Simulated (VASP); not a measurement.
# ZnSe (F-43m) in VASP: further runs

Runs on ZnSe. Level: PBE. Tasks: electric field gradients.

Everything below comes from runs of VASP 6.6.1. Logs are shortened: lines on timing, memory, paths and dates and some standing lists are left out, and cuts for length are marked.

### 1 The cell of the first run

Symmetry: F-43m, No. 216, cubic system. The conventional cell has a = 5.591 Å, b = 5.591 Å, c = 5.591 Å, α = 90.00°, β = 90.00°, γ = 90.00°. Zn (site symmetry -43m) has 4 Se at 2.42 Å within 3.2 Å. Se (site symmetry -43m) has 4 Zn at 2.42 Å within 3.2 Å.

### 2 Electric field gradients, PBE (volume scaled by 0.96)

Input file INCAR:

```
SYSTEM = ZnSe
PREC = Accurate
ENCUT = 520
EDIFF = 1E-8
ISMEAR = -1
SIGMA = 0.03
LREAL = .FALSE.
LASPH = .TRUE.
NELM = 100
ALGO = Normal
ISIF = 2
LWAVE = .FALSE.
LCHARG = .FALSE.
GGA = PE
LEFG = .TRUE.
NBANDS = 16
```

Input file KPOINTS:

```
Automatic mesh
0
G
  8 8 8
  0 0 0
```

Input file POSCAR:

```
ZnSe
1.0
    0.0000000000      2.7955007105      2.7955007105
    2.7955007105      0.0000000000      2.7955007105
    2.7955007105      2.7955007105      0.0000000000
Zn Se
1 1
Direct
    0.0000000000      0.0000000000      0.0000000000
    0.7500000000      0.7500000000      0.7500000000
```

Potentials or basis: VASP PAW PBE potentials, release 64 (Zn, Se).

Command:

```sh
> cat potpaw_PBE.64/Zn/POTCAR potpaw_PBE.64/Se/POTCAR > POTCAR
> mpirun -np 1 vasp_std > vasp.out
```

OUTCAR:

```text
SYSTEM = ZnSe
   PREC = Accurate
   ENCUT = 520
   EDIFF = 1E-8
   ISMEAR = -1
   LREAL = .FALSE.
   LASPH = .TRUE.
   NELM = 100
   ISIF = 2
   GGA = PE

 ion  position               nearest neighbor table
   1  0.000  0.000  0.000-   2 2.42   2 2.42   2 2.42   2 2.42
   2  0.750  0.750  0.750-   1 2.42   1 2.42   1 2.42   1 2.42

  LATTYP: Found a face centered cubic cell.
 ALAT       =     5.5910014210

  Lattice vectors:

 A1 = (   0.0000000000,   2.7955007105,   2.7955007105)
 A2 = (   2.7955007105,   0.0000000000,   2.7955007105)
 A3 = (   2.7955007105,   2.7955007105,   0.0000000000)

Analysis of symmetry for initial positions (statically):
=====================================================================
 Subroutine PRICEL returns:
 Original cell was already a primitive cell.

 Routine SETGRP: Setting up the symmetry group for a
 face centered cubic supercell.

 Subroutine GETGRP returns: Found 24 space group operations
 (whereof 24 operations were pure point group operations)
 out of a pool of 48 trial point group operations.

The static configuration has the point symmetry T_d .

Analysis of symmetry for dynamics (positions and initial velocities):
=====================================================================
 Subroutine PRICEL returns:
 Original cell was already a primitive cell.

 Routine SETGRP: Setting up the symmetry group for a
 face centered cubic supercell.

 Subroutine GETGRP returns: Found 24 space group operations
 (whereof 24 operations were pure point group operations)
 out of a pool of 48 trial point group operations.

The dynamic configuration has the point symmetry T_d .

 Subroutine INISYM returns: Found 24 space group operations
 (whereof 24 operations are pure point group operations),
 and found     1 'primitive' translations

----------------------------------------------------------------------------------------

                                     Primitive cell

  volume of cell :      43.6927

  direct lattice vectors                    reciprocal lattice vectors
     0.000000000  2.795500710  2.795500710    -0.178858835  0.178858835  0.178858835
     2.795500710  0.000000000  2.795500710     0.178858835 -0.178858835  0.178858835
     2.795500710  2.795500710  0.000000000     0.178858835  0.178858835 -0.178858835

  length of vectors
     3.953435018  3.953435018  3.953435018     0.309792589  0.309792589  0.309792589

  position of ions in fractional coordinates (direct lattice)
     0.000000000  0.000000000  0.000000000
     0.750000000  0.750000000  0.750000000

  ion indices of the primitive-cell ions
   primitive index   ion index
                 1           1
                 2           2

----------------------------------------------------------------------------------------

 KPOINTS: Automatic mesh

Automatic generation of k-mesh.
 Grid dimensions read from file:
 generate k-points for:    8    8    8

 Generating k-lattice:

  Cartesian coordinates                     Fractional coordinates (reciprocal lattice)
    -0.022357354  0.022357354  0.022357354     0.125000000  0.000000000  0.000000000
     0.022357354 -0.022357354  0.022357354     0.000000000  0.125000000  0.000000000
     0.022357354  0.022357354 -0.022357354     0.000000000  0.000000000  0.125000000

  Length of vectors
     0.038724074  0.038724074  0.038724074

  Shift w.r.t. Gamma in fractional coordinates (k-lattice)
     0.000000000  0.000000000  0.000000000

 Subroutine IBZKPT returns following result:
 ===========================================

 Found     29 irreducible k-points:

 Following reciprocal coordinates:
            Coordinates               Weight
  0.000000  0.000000  0.000000      1.000000
  0.125000  0.000000  0.000000      8.000000
  0.250000  0.000000  0.000000      8.000000
  0.375000  0.000000  0.000000      8.000000
  0.500000  0.000000  0.000000      4.000000
  0.125000  0.125000  0.000000      6.000000
[... 16 lines left out ...]
  0.500000  0.250000  0.125000     48.000000
 -0.375000  0.250000  0.125000     24.000000
 [... further k-points ...]
   k-points           NKPTS =     29   k-points in BZ     NKDIM =     29   number of bands    NBANDS=     16
   number of dos      NEDOS =    301   number of ions     NIONS =      2
   total plane-waves  NPLWV =  27000
   dimension x,y,z NGX =    30 NGY =   30 NGZ =   30
   dimension x,y,z NGXF=    60 NGYF=   60 NGZF=   60
   ions per type =               1   1
   NGX,Y,Z   is equivalent  to a cutoff of  12.62, 12.62, 12.62 a.u.
   NGXF,Y,Z  is equivalent  to a cutoff of  25.23, 25.23, 25.23 a.u.
 SYSTEM =  ZnSe
   PREC   = accura    normal or accurate (medium, high low for compatibility)
   ISTART =      0    job   : 0-new  1-cont  2-samecut
   ICHARG =      2    charge: 1-file 2-atom 10-const
   ISPIN  =      1    spin polarized calculation?
   LNONCOLLINEAR =      F non collinear calculations
   LSORBIT =      F    spin-orbit coupling
   LASPH  =      T    aspherical Exc in radial PAW
   ENCUT  =  520.0 eV  38.22 Ry    6.18 a.u.   7.35  7.35  7.35*2*pi/ulx,y,z
   NELM   =    100;   NELMIN=  2; NELMDL= -5     # of ELM steps
   EDIFF  = 0.1E-07   stopping-criterion for ELM
   LREAL  =      F    real-space projection
   EDIFFG = 0.1E-06   stopping-criterion for IOM
   NSW    =      0    number of steps for IOM
   IBRION =     -1    ionic relax: 0-MD 1-quasi-New 2-CG
   NFREE  =      0    steps in history (QN), initial steepest desc. (CG)
   ISIF   =      2    stress and relaxation
   ISYM   =      2    0-nonsym 1-usesym 2-fastsym
   POTIM  = 0.5000    time-step for ionic-motion
   TEBEG  =    0.0;   TEEND  =   0.0 temperature during run
   PSTRESS=    0.0 pullay stress
   NELECT =      18.0000    total number of electrons
   NUPDOWN=      -1.0000    fix difference up-down
   EMIN   =  10.00;   EMAX   =-10.00  energy-range for DOS
   EFERMI =   0.00;   METHOD = LEGACY
   ISMEAR =    -1;   SIGMA  =   0.03  broadening in eV -4-tet -1-fermi 0-gaus
   EFERMI_NEDOS =   21; number of points for ismear=-14 and -15
   IALGO  =     38    algorithm
   IMIX   =      4    mixing-type and parameters
     AMIX     =   0.40;   BMIX     =  1.00
     AMIX_MAG =   1.60;   BMIX_MAG =  1.00
  volume/ion in A,a.u.               =      21.85       147.43
  Fermi-wavevector in a.u.,A,eV,Ry     =   1.218137  2.301945 20.189103  1.483857
  Thomas-Fermi vector in A             =   2.353433
   LORBIT       =      0    0 simple, 1 ext, 2 COOP (PROOUT), +10 PAW based schemes
   GGA     = PE    functional components
[... 5 lines left out ...]
 non-spin polarized calculation
  energy-cutoff  :      520.00
  volume of cell :       43.69
 maximum number of plane-waves:      1243
 NGX is ok and might be reduce to    30
   NGX = 15   NGY = 15   NGZ = 15

 number of electron      17.9999985 magnetization

 Free energy of the ion-electron system (eV)
  ---------------------------------------------------
  ext. energy  EPLUGINS =         0.00000000
  ---------------------------------------------------
  free energy    TOTEN  =        -5.97706599 eV

  energy without entropy =       -5.97706599  energy(sigma->0) =       -5.97706599

 E-fermi :   2.6310     XC(G=0):  -9.5095

 val. band max:        1.9724582394   @ k =   0.0000   0.0000   0.0000
 cond. band min:       3.4304913017   @ k =   0.0000   0.0000   0.0000
 fundamental gap:      1.4580330622
 Fermi energy:         2.6309992395

 k-point     1 :       0.0000    0.0000    0.0000
  band No.  band energies     occupation
      1     -11.5580      2.00000
      2      -4.7312      2.00000
      3      -4.7312      2.00000
      4      -4.7312      2.00000
      5      -4.3231      2.00000
      6      -4.3231      2.00000
[... 8 lines left out ...]
     15      13.5168      0.00000
     16      13.5168      0.00000

 k-point     2 :       0.1250    0.0000    0.0000
  band No.  band energies     occupation
      1     -11.4492      2.00000
      2      -4.7268      2.00000
      3      -4.7138      2.00000
      4      -4.7138      2.00000
      5      -4.3247      2.00000
      6      -4.3247      2.00000
[... 8 lines left out ...]
     15      12.6993      0.00000
     16      12.9261      0.00000
[... 387 lines left out ...]
      5      -4.3104      2.00000
      6      -4.2578      2.00000
[... 8 lines left out ...]
     15      14.7579      0.00000
     16      15.8504      0.00000

 k-point    24 :      -0.3750    0.2500    0.1250
  band No.  band energies     occupation
      1     -10.5529      2.00000
      2      -4.6219      2.00000
      3      -4.5777      2.00000
      4      -4.3622      2.00000
      5      -4.3161      2.00000
      6      -4.0947      2.00000
[... 8 lines left out ...]
     15      14.8706      0.00000
     16      15.7292      0.00000

 [... further k-points ...]
[... 5 lines left out ...]
  --------------------------------------------------------------------------------------
  -------------------------------------------------------------------------------------
  Total        1.4553443      1.4553443      1.4553443     -0.0000000      0.0000000      0.0000000
  in kB       53.3663510     53.3663510     53.3663510     -0.0000000      0.0000000      0.0000000
  external PRESSURE =      53.3663510 kB  Pullay stress =       0.0000000 kB

 VOLUME and BASIS-vectors are now :
 -----------------------------------------------------------------------------
  energy-cutoff  :      520.00
  volume of cell :       43.69
      direct lattice vectors                 reciprocal lattice vectors
     0.000000000  2.795500710  2.795500710    -0.178858835  0.178858835  0.178858835
     2.795500710  0.000000000  2.795500710     0.178858835 -0.178858835  0.178858835
     2.795500710  2.795500710  0.000000000     0.178858835  0.178858835 -0.178858835

 POSITION                                       TOTAL-FORCE (eV/Angst)
 -----------------------------------------------------------------------------------
      0.00000      0.00000      0.00000        -0.000000      0.000000      0.000000
      4.19325      4.19325      4.19325         0.000000     -0.000000     -0.000000
 -----------------------------------------------------------------------------------
    total drift:                               -0.000000     -0.000000     -0.000001

  FREE ENERGIE OF THE ION-ELECTRON SYSTEM (eV)
  ---------------------------------------------------
  free  energy   TOTEN  =        -5.9770659948 eV

  energy  without entropy=       -5.9770659948  energy(sigma->0) =       -5.97706599

 Electric field gradients (V/A^2)
---------------------------------------------------------------------
 ion       V_xx      V_yy      V_zz      V_xy      V_xz      V_yz
---------------------------------------------------------------------
   1      -0.000    -0.000     0.000     0.004     0.004     0.004
   2       0.000     0.000    -0.000    -0.000    -0.000    -0.000
---------------------------------------------------------------------

 Electric field gradients after diagonalization (V/A^2)
 (convention: |V_zz| > |V_xx| > |V_yy|)
----------------------------------------------------------------------
 ion       V_xx      V_yy      V_zz     asymmetry (V_yy - V_xx)/ V_zz
----------------------------------------------------------------------
   1      -0.004    -0.004     0.009       0.000
   2       0.000     0.000    -0.000       0.000
----------------------------------------------------------------------

           NMR quadrupolar parameters

 Cq : quadrupolar parameter    Cq=e*Q*V_zz/h
 eta: asymmetry parameters     (V_yy - V_xx)/ V_zz
 Q  : nuclear electric quadrupole moment in mb (millibarn)
----------------------------------------------------------------------
 ion       Cq(MHz)       eta       Q (mb)
----------------------------------------------------------------------
   1       0.000       0.000       1.000
   2      -0.000       0.000       1.000
----------------------------------------------------------------------
```

It took 13 s on 1 thread of AMD EPYC 9R45 (Zen 5), shared host; peak memory 0.14 GiB.

Results:

| Property | Result |
| --- | --- |
| Free energy | -5.9771 eV |
| Pressure | 5.3 GPa |
| Band gap on the k mesh | 1.46 eV, direct |

Caveat: without QUAD_EFG the Cq values of the log hold for a quadrupole moment of 1 mb, not for the nuclei.

(Part 1 of 3 ends here.)
